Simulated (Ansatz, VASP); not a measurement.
# Two plane-wave programs on CdGaC6N6

```
Cd Ga C N
1.0
     0.00000    5.16350    5.16350
     5.16350    0.00000    5.16350
     5.16350    5.16350    0.00000
Cd Ga C N
1 1 6 6
Direct
  0.50000 0.50000 0.50000
  0.00000 0.00000 0.00000
  0.81640 0.18360 0.18360
  0.18360 0.81640 0.18360
  0.18360 0.18360 0.81640
  0.18360 0.81640 0.81640
  0.81640 0.18360 0.81640
  0.81640 0.81640 0.18360
  0.70311 0.29689 0.29689
  0.29689 0.70311 0.29689
  0.29689 0.29689 0.70311
  0.29689 0.70311 0.70311
  0.70311 0.29689 0.70311
  0.70311 0.70311 0.29689
```

Alike in both runs: task single point; functional PBE; k mesh 4 × 4 × 4; occupations gaussian, width 0.1 eV; collinear spin.

|  | VASP | Ansatz |
| --- | --- | --- |
| version | VASP 6.6.1 | Ansatz 0.2.0 |
| potentials or method | VASP PAW PBE potentials, release 64 (Cd, Ga_d, C, N), cutoff 600 eV | scalar-relativistic, plane waves, PAW |
| valence electrons in the cell | 79 | 87 |

```csv
,VASP,Ansatz,Ansatz less VASP
gap on the k mesh at the Fermi level (eV),none,none,-
pressure (GPa),13.7,13.2,-0.50
rms of the force components (eV/Å),1.726,1.897,+0.1718
net moment per atom (μB),0.03,0.02,-0.001
size of the moment on the site where the two differ most (μB),0.03,0.01,-0.016
```

Site moments also hang on the region over which each program counts them. Atom by atom the forces differ by 0.172 eV/Å (rms over components). A gap of «none» marks a metal or a gap that the smearing closes. The functional is the same, so the differences come from potentials, cutoffs and numerics. VASP's potentials hold 79 valence electrons a cell and Ansatz's 87, so a difference there can come from the potentials and not from the codes. Ansatz's warnings: seeded moment not kept.

Noted on VASP's run: the standard files for N, O and F lose accuracy on very short bonds.
